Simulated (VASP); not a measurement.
# WSe2 in VASP: notebook

Runs on WSe2. Level: PBE+D3(BJ). Tasks: single point.

Everything below comes from runs of VASP 6.6.1. Logs are shortened: lines on timing, memory, paths and dates and some standing lists are left out, and cuts for length are marked.

## 1. The cell of the first run

The cell holds a slab with vacuum, 3 atoms: a = 3.329 Å, b = 3.329 Å, c = 32.737 Å, α = 90.00°, β = 90.00°, γ = 120.00°.

## 2. Single point, PBE+D3(BJ)

Input file INCAR:

```
SYSTEM = WSe2
ALGO = Normal
DIPOL = 0.5 0.5 0.500
EDIFF = 1E-7
ENCUT = 520
GGA = PE
IDIPOL = 3
ISIF = 2
ISMEAR = 0
IVDW = 12
LASPH = .True.
LCHARG = .False.
LDIPOL = .True.
LREAL = .False.
LWAVE = .False.
NBANDS = 20
NELM = 80
PREC = Accurate
SIGMA = 0.02
```

Input file KPOINTS:

```
k-points
0
Gamma
  9 9 1
  0 0 0
```

Input file POSCAR:

```
WSe2
1.0
    3.3290000000      0.0000000000      0.0000000000
   -1.6645000000      2.8829985692      0.0000000000
    0.0000000000      0.0000000000     32.7373831004
Se W
2 1
Direct
    0.3333333333      0.6666666667      0.4476439520
    0.3333333333      0.6666666667      0.5523560480
    0.6666666667      0.3333333333      0.5000000000
```

Potentials or basis: VASP PAW PBE potentials, release 64 (Se, W_sv).

Run with:

```
$ cat potpaw_PBE.64/Se/POTCAR potpaw_PBE.64/W_sv/POTCAR > POTCAR
$ mpirun -np 1 vasp_std > vasp.out
```

OUTCAR:

```text
SYSTEM = WSe2
   EDIFF = 1E-7
   ENCUT = 520
   GGA = PE
   ISIF = 2
   ISMEAR = 0
   IVDW = 12
   LASPH = .True.
   LREAL = .False.
   NELM = 80
   PREC = Accurate
 IVDW          = 12

 ion  position               nearest neighbor table
   1  0.333  0.667  0.448-   3 2.58   3 2.58   3 2.58
   2  0.333  0.667  0.552-   3 2.58   3 2.58   3 2.58
   3  0.667  0.333  0.500-   1 2.58   2 2.58   1 2.58   2 2.58   1 2.58   2 2.58

  LATTYP: Found a hexagonal cell.
 ALAT       =     3.3290000000
 C/A-ratio  =     9.8339991290

  Lattice vectors:

 A1 = (   3.3290000000,   0.0000000000,   0.0000000000)
 A2 = (  -1.6645000000,   2.8829985692,   0.0000000000)
 A3 = (   0.0000000000,   0.0000000000,  32.7373831004)

Analysis of symmetry for initial positions (statically):
=====================================================================
 Subroutine PRICEL returns:
 Original cell was already a primitive cell.

 Routine SETGRP: Setting up the symmetry group for a
 hexagonal supercell.

 Subroutine GETGRP returns: Found 12 space group operations
 (whereof 12 operations were pure point group operations)
 out of a pool of 24 trial point group operations.

The static configuration has the point symmetry D_3h.

Analysis of symmetry for dynamics (positions and initial velocities):
=====================================================================
 Subroutine PRICEL returns:
 Original cell was already a primitive cell.

 Routine SETGRP: Setting up the symmetry group for a
 hexagonal supercell.

 Subroutine GETGRP returns: Found 12 space group operations
 (whereof 12 operations were pure point group operations)
 out of a pool of 24 trial point group operations.

The dynamic configuration has the point symmetry D_3h.

 Subroutine INISYM returns: Found 12 space group operations
 (whereof 12 operations are pure point group operations),
 and found     1 'primitive' translations

----------------------------------------------------------------------------------------

                                     Primitive cell

  volume of cell :     314.1971

  direct lattice vectors                    reciprocal lattice vectors
     3.329000000  0.000000000  0.000000000     0.300390508  0.173430540  0.000000000
    -1.664500000  2.882998569  0.000000000     0.000000000  0.346861081  0.000000000
     0.000000000  0.000000000 32.737383100     0.000000000  0.000000000  0.030546119

  length of vectors
     3.329000000  3.329000000 32.737383100     0.346861081  0.346861081  0.030546119

  position of ions in fractional coordinates (direct lattice)
     0.333333333  0.666666667  0.447643952
     0.333333333  0.666666667  0.552356048
     0.666666667  0.333333333  0.500000000

  ion indices of the primitive-cell ions
   primitive index   ion index
                 1           1
                 2           2
                 3           3

----------------------------------------------------------------------------------------

 KPOINTS: k-points

Automatic generation of k-mesh.
 Grid dimensions read from file:
 generate k-points for:    9    9    1

 Generating k-lattice:

  Cartesian coordinates                     Fractional coordinates (reciprocal lattice)
     0.033376723  0.019270060  0.000000000     0.111111111  0.000000000  0.000000000
     0.000000000  0.038540120  0.000000000     0.000000000  0.111111111  0.000000000
     0.000000000  0.000000000  0.030546119     0.000000000  0.000000000  1.000000000

  Length of vectors
     0.038540120  0.038540120  0.030546119

  Shift w.r.t. Gamma in fractional coordinates (k-lattice)
     0.000000000  0.000000000  0.000000000

 Subroutine IBZKPT returns following result:
 ===========================================

 Found     12 irreducible k-points:

 Following reciprocal coordinates:
            Coordinates               Weight
  0.000000  0.000000  0.000000      1.000000
  0.111111  0.000000  0.000000      6.000000
  0.222222  0.000000  0.000000      6.000000
  0.333333  0.000000  0.000000      6.000000
  0.444444  0.000000  0.000000      6.000000
  0.111111  0.111111  0.000000      6.000000
  0.222222  0.111111  0.000000     12.000000
  0.333333  0.111111  0.000000     12.000000
  0.444444  0.111111  0.000000      6.000000
  0.222222  0.222222  0.000000      6.000000
  0.333333  0.222222  0.000000     12.000000
  0.333333  0.333333  0.000000      2.000000
   k-points           NKPTS =     12   k-points in BZ     NKDIM =     12   number of bands    NBANDS=     20
   number of dos      NEDOS =    301   number of ions     NIONS =      3
   total plane-waves  NPLWV = 196000
   dimension x,y,z NGX =    28 NGY =   28 NGZ =  250
   dimension x,y,z NGXF=    56 NGYF=   56 NGZF=  500
   ions per type =               2   1
   NGX,Y,Z   is equivalent  to a cutoff of  13.98, 13.98, 12.70 a.u.
   NGXF,Y,Z  is equivalent  to a cutoff of  27.97, 27.97, 25.39 a.u.
 SYSTEM =  WSe2
   PREC   = accura    normal or accurate (medium, high low for compatibility)
   ISTART =      0    job   : 0-new  1-cont  2-samecut
   ICHARG =      2    charge: 1-file 2-atom 10-const
   ISPIN  =      1    spin polarized calculation?
   LNONCOLLINEAR =      F non collinear calculations
   LSORBIT =      F    spin-orbit coupling
   LASPH  =      T    aspherical Exc in radial PAW
   ENCUT  =  520.0 eV  38.22 Ry    6.18 a.u.   6.19  6.19 60.87*2*pi/ulx,y,z
   NELM   =     80;   NELMIN=  2; NELMDL= -5     # of ELM steps
   EDIFF  = 0.1E-06   stopping-criterion for ELM
   LREAL  =      F    real-space projection
   EDIFFG = 0.1E-05   stopping-criterion for IOM
   NSW    =      0    number of steps for IOM
   IBRION =     -1    ionic relax: 0-MD 1-quasi-New 2-CG
   NFREE  =      0    steps in history (QN), initial steepest desc. (CG)
   ISIF   =      2    stress and relaxation
   ISYM   =      2    0-nonsym 1-usesym 2-fastsym
   POTIM  = 0.5000    time-step for ionic-motion
   TEBEG  =    0.0;   TEEND  =   0.0 temperature during run
   PSTRESS=    0.0 pullay stress
   NELECT =      26.0000    total number of electrons
   NUPDOWN=      -1.0000    fix difference up-down
   EMIN   =  10.00;   EMAX   =-10.00  energy-range for DOS
   EFERMI =   0.00;   METHOD = LEGACY
   ISMEAR =     0;   SIGMA  =   0.02  broadening in eV -4-tet -1-fermi 0-gaus
   EFERMI_NEDOS =   21; number of points for ismear=-14 and -15
   IALGO  =     38    algorithm
   IMIX   =      4    mixing-type and parameters
     AMIX     =   0.40;   BMIX     =  1.00
     AMIX_MAG =   1.60;   BMIX_MAG =  1.00
  volume/ion in A,a.u.               =     104.73       706.77
  Fermi-wavevector in a.u.,A,eV,Ry     =   0.713398  1.348127  6.924504  0.508937
  Thomas-Fermi vector in A             =   1.801025
   LORBIT       =      0    0 simple, 1 ext, 2 COOP (PROOUT), +10 PAW based schemes
   GGA     = PE    functional components
   LHFCALC =     F    Hartree Fock is set to
   AEXX    =    0.0000 exact exchange contribution
   IVDW    =    12    specifies the selected vdW correction
   LEPSILON=     F    determine dielectric tensor
   LRPA    =     F    only Hartree local field effects (RPA)
 non-spin polarized calculation
 Gauss-broadening in eV      SIGMA  =   0.02
  energy-cutoff  :      520.00
  volume of cell :      314.20
 maximum number of plane-waves:      8492
 NGX is ok and might be reduce to    28
   NGX = 13   NGY = 13   NGZ =121

 dipolmoment           0.000000      0.000000      0.000000 electrons x Angstroem

 number of electron      26.0000000 magnetization

 dipolmoment           0.000000      0.000000     -0.000000 electrons x Angstroem

 Free energy of the ion-electron system (eV)
  ---------------------------------------------------
  ext. energy  EPLUGINS =         0.00000000
  ---------------------------------------------------
  free energy    TOTEN  =       -21.60136977 eV

  energy without entropy =      -21.60136977  energy(sigma->0) =      -21.60136977

 E-fermi :  -2.6030     XC(G=0):  -2.4623

 val. band max:       -2.9089344861   @ k =   0.3333   0.3333   0.0000
 cond. band min:      -1.3209787707   @ k =   0.3333   0.3333   0.0000
 fundamental gap:      1.5879557154
 Fermi energy:        -2.6030372229

 k-point     1 :       0.0000    0.0000    0.0000
  band No.  band energies     occupation
      1     -77.0628      2.00000
      2     -41.2641      2.00000
      3     -41.1582      2.00000
      4     -41.1582      2.00000
      5     -17.4715      2.00000
      6     -16.3538      2.00000
[... 12 lines left out ...]
     19       1.7624      0.00000
     20       2.1285      0.00000

 k-point     2 :       0.1111    0.0000    0.0000
  band No.  band energies     occupation
      1     -77.0619      2.00000
      2     -41.2598      2.00000
      3     -41.1815      2.00000
      4     -41.1637      2.00000
      5     -17.2986      2.00000
      6     -16.2617      2.00000
[... 12 lines left out ...]
     19       2.0023      0.00000
     20       2.3959      0.00000

 k-point     3 :       0.2222    0.0000    0.0000
  band No.  band energies     occupation
      1     -77.0594      2.00000
      2     -41.2489      2.00000
      3     -41.2402      2.00000
      4     -41.1777      2.00000
      5     -16.8221      2.00000
      6     -16.0099      2.00000
[... 12 lines left out ...]
     19       2.6612      0.00000
     20       3.0690      0.00000

 k-point     4 :       0.3333    0.0000    0.0000
  band No.  band energies     occupation
      1     -77.0565      2.00000
      2     -41.3062      2.00000
      3     -41.2364      2.00000
      4     -41.1936      2.00000
      5     -16.1848      2.00000
      6     -15.6819      2.00000
[... 12 lines left out ...]
     19       3.4696      0.00000
     20       3.5978      0.00000

 k-point     5 :       0.4444    0.0000    0.0000
  band No.  band energies     occupation
      1     -77.0547      2.00000
      2     -41.3488      2.00000
      3     -41.2283      2.00000
      4     -41.2039      2.00000
      5     -15.6799      2.00000
      6     -15.4350      2.00000
[... 12 lines left out ...]
     19       3.8168      0.00000
     20       4.0343      0.00000

 k-point     6 :       0.1111    0.1111    0.0000
  band No.  band energies     occupation
      1     -77.0601      2.00000
      2     -41.2522      2.00000
      3     -41.2205      2.00000
      4     -41.1756      2.00000
      5     -16.9732      2.00000
      6     -16.0891      2.00000
[... 12 lines left out ...]
     19       2.4542      0.00000
     20       2.8545      0.00000

 k-point     7 :       0.2222    0.1111    0.0000
  band No.  band energies     occupation
      1     -77.0575      2.00000
      2     -41.2780      2.00000
      3     -41.2405      2.00000
      4     -41.1953      2.00000
      5     -16.4102      2.00000
      6     -15.7944      2.00000
[... 12 lines left out ...]
     19       3.2849      0.00000
     20       3.7286      0.00000

 k-point     8 :       0.3333    0.1111    0.0000
  band No.  band energies     occupation
      1     -77.0551      2.00000
      2     -41.3278      2.00000
      3     -41.2302      2.00000
      4     -41.2128      2.00000
      5     -15.8175      2.00000
      6     -15.4945      2.00000
[... 12 lines left out ...]
     19       3.8802      0.00000
     20       4.2602      0.00000

 k-point     9 :       0.4444    0.1111    0.0000
  band No.  band energies     occupation
      1     -77.0542      2.00000
      2     -41.3473      2.00000
      3     -41.2262      2.00000
      4     -41.2197      2.00000
      5     -15.5443      2.00000
      6     -15.3620      2.00000
[... 12 lines left out ...]
     19       4.4196      0.00000
     20       4.8811      0.00000

 k-point    10 :       0.2222    0.2222    0.0000
  band No.  band energies     occupation
      1     -77.0553      2.00000
      2     -41.3100      2.00000
      3     -41.2310      2.00000
      4     -41.2259      2.00000
      5     -15.8753      2.00000
      6     -15.5170      2.00000
[... 12 lines left out ...]
     19       3.9372      0.00000
     20       4.2177      0.00000

 k-point    11 :       0.3333    0.2222    0.0000
  band No.  band energies     occupation
      1     -77.0539      2.00000
      2     -41.3254      2.00000
      3     -41.2514      2.00000
      4     -41.2248      2.00000
      5     -15.4717      2.00000
      6     -15.3111      2.00000
[... 12 lines left out ...]
     19       4.2971      0.00000
     20       5.1524      0.00000

 k-point    12 :       0.3333    0.3333    0.0000
  band No.  band energies     occupation
      1     -77.0534      2.00000
      2     -41.3047      2.00000
      3     -41.2863      2.00000
      4     -41.2226      2.00000
      5     -15.3294      2.00000
      6     -15.2327      2.00000
[... 12 lines left out ...]
     19       3.4097      0.00000
     20       5.6167      0.00000

------------------------ aborting loop because EDIFF is reached ----------------------------------------

 vacuum level on the upper side and lower side of the slab       (xc-potential included)        -0.009        -0.009

 Edisp (eV)   -0.97804

 E8    (eV) :    -0.4646

  FORCE on cell =-STRESS in cart. coord.  units (eV):
  Direction    XX          YY          ZZ          XY          YZ          ZX
  --------------------------------------------------------------------------------------
  -------------------------------------------------------------------------------------
  Total      -1.90896    -1.90896    -2.39662     0.00000    -0.00000     0.00000
  in kB      -9.73431    -9.73431   -12.22101     0.00000    -0.00000     0.00000
  external pressure =      -10.56 kB  Pullay stress =        0.00 kB

 VOLUME and BASIS-vectors are now :
 -----------------------------------------------------------------------------
  energy-cutoff  :      520.00
  volume of cell :      314.20
      direct lattice vectors                 reciprocal lattice vectors
     3.329000000  0.000000000  0.000000000     0.300390508  0.173430540  0.000000000
    -1.664500000  2.882998569  0.000000000     0.000000000  0.346861081  0.000000000
     0.000000000  0.000000000 32.737383100     0.000000000  0.000000000  0.030546119

 POSITION                                       TOTAL-FORCE (eV/Angst)
 -----------------------------------------------------------------------------------
     -0.00000      1.92200     14.65469         0.000000      0.000000      0.695589
     -0.00000      1.92200     18.08269         0.000000     -0.000000     -0.695589
      1.66450      0.96100     16.36869        -0.000000     -0.000000      0.000000
 -----------------------------------------------------------------------------------
    total drift:                               -0.000000      0.000000     -0.000000

  FREE ENERGIE OF THE ION-ELECTRON SYSTEM (eV)
  ---------------------------------------------------
  free  energy   TOTEN  =       -22.5794065337 eV

  energy  without entropy=      -22.5794065337  energy(sigma->0) =      -22.57940653

 vacuum level on the upper side and lower side of the slab         2.127         2.127
```

Run time: 4.9 min. Hardware: 1 thread of Intel Xeon 8259CL, shared host; peak memory 0.49 GiB.

What came out:

| Property | Result |
| --- | --- |
| Free energy | -22.5794 eV |
| Largest force | 0.696 eV/Å |
| Band gap on the k mesh | 1.59 eV |
| Dispersion energy per atom | -0.326 eV |

Forces on the atoms (eV/Å):
```
Se   0.000  0.000  0.696
Se   0.000  0.000 -0.696
W    0.000  0.000  0.000
```

Levels at points of the mesh, in eV from the valence-band top:
```tsv
k point	band 9	band 10	band 11	band 12	band 13	band 14	band 15	band 16	band 17	band 18
(0.00, 0.00, 0.00)	-2.18	-2.18	-1.13	-1.13	-0.42	2.82	2.82	2.92	2.92	4.12
```

Caveat: spin-orbit coupling is left out, which moves the levels of the heavy elements.

## 3. Single point, PBE+D3(BJ)

Input file INCAR:

```
ALGO = Normal
DIPOL = 0.5 0.5 0.500
EDIFF = 1E-7
ENCUT = 520
GGA = PE
IDIPOL = 3
ISIF = 2
ISMEAR = 0
IVDW = 12
LASPH = True
LCHARG = False
LDIPOL = True
LREAL = False
LWAVE = False
NBANDS = 20
NELM = 100
PREC = Accurate
SIGMA = 0.02
```

Input file KPOINTS:

```
k-points
0
Gamma
  9 9 1
```

Input file POSCAR:

```
WSe2
1.0
    3.3290000000      0.0000000000      0.0000000000
   -1.6645000000      2.8829985692      0.0000000000
    0.0000000000      0.0000000000     32.7373831004
Se W
2 1
Direct
    0.3333333333      0.6666666667      0.4458570041
    0.3333333333      0.6666666667      0.5541429959
    0.6666666667      0.3333333333      0.5000000000
```

Potentials or basis: VASP PAW PBE potentials, release 64 (Se, W_sv).

Run with:

```
$ cat potpaw_PBE.64/Se/POTCAR potpaw_PBE.64/W_sv/POTCAR > POTCAR
$ mpirun -np 1 vasp_std > vasp.out
```

It took 5 min on 1 thread of Intel Xeon 8259CL, shared host; peak memory 0.49 GiB.

It converged, with:

```
Free energy                : -22.4481 eV
Largest force              : 1.524 eV/Å
Band gap on the k mesh     : 1.45 eV (least direct gap 1.69 eV)
Dispersion energy per atom : -0.322 eV
```

Forces in eV/Å, atoms in the order of the input:
```
Se   0.000  0.000  1.524
Se   0.000  0.000 -1.524
W    0.000  0.000  0.000
```

Levels at points of the mesh, in eV from the valence-band top:
```tsv
k point	band 11	band 12	band 13	band 14	band 15	band 16
(0.00, 0.00, 0.00)	-0.94	-0.94	-0.60	2.76	2.76	2.76
```

Caveat: spin-orbit coupling is left out, which moves the levels of the heavy elements.

## 4. Single point, PBE+D3(BJ)

Input file INCAR:

```
  PREC = Accurate
  ENCUT = 520
  EDIFF = 1E-6
  ISMEAR = 0
  SIGMA = 0.02
  LREAL = False
  LASPH = True
  NELM = 60
  ALGO = Normal
  ISIF = 2
  LWAVE = False
  LCHARG = False
  LDIPOL = True
  IDIPOL = 3
  DIPOL = 0.5 0.5 0.500
  GGA = PE
  IVDW = 12
  NBANDS = 20
```

Input file KPOINTS:

```
Automatic mesh
0
Gamma
  9 9 1
```

Input file POSCAR:

```
WSe2
1.0
    3.3290000000      0.0000000000      0.0000000000
   -1.6645000000      2.8829985692      0.0000000000
    0.0000000000      0.0000000000     32.7373831004
Se W
2 1
Direct
    0.3333333333      0.6666666667      0.4503167374
    0.3333333333      0.6666666667      0.5496832626
    0.6666666667      0.3333333333      0.5000000000
```

Run with:

```
$ cat potpaw_PBE.64/Se/POTCAR potpaw_PBE.64/W_sv/POTCAR > POTCAR
$ mpirun -np 1 vasp_std > vasp.out
```

It took 3.9 min on 1 thread of Intel Xeon 8259CL, shared host; peak memory 0.49 GiB.

It converged, with:

- Free energy: -22.5739 eV
- Largest force: 0.819 eV/Å
- Band gap on the k mesh: 1.42 eV
- Dispersion energy per atom: -0.332 eV

Forces in eV/Å, atoms in the order of the input:
```
Se   0.000  0.000 -0.819
Se   0.000  0.000  0.819
W    0.000  0.000  0.000
```

Levels at points of the mesh, in eV from the valence-band top:
| k point | band 9 | band 10 | band 11 | band 12 | band 13 | band 14 | band 15 | band 16 | band 17 | band 18 |
| --- | --- | --- | --- | --- | --- | --- | --- | --- | --- | --- |
| (0.00, 0.00, 0.00) | -2.57 | -1.93 | -1.39 | -1.39 | -0.10 | 2.96 | 2.96 | 3.24 | 3.24 | 4.32 |

Caveat: spin-orbit coupling is left out, which moves the levels of the heavy elements.

## 5. Overview

```tsv
cell	gap on the mesh (eV)	largest force (eV/Å)
as given, atomic positions A	1.59	0.70
as given, atomic positions B	1.45	1.52
as given, atomic positions C	1.42	0.82
```

Alike in all rows: task single point; level PBE+D3(BJ); potentials or basis VASP PAW PBE potentials, release 64 (Se, W_sv); no spin polarisation; k mesh 9 × 9 × 1; cutoff (eV) 520; smearing gaussian 0.02 eV.

Caveats: spin-orbit coupling is left out, which moves the levels of the heavy elements.

Absolute energies hang on the potentials; compare differences alone.
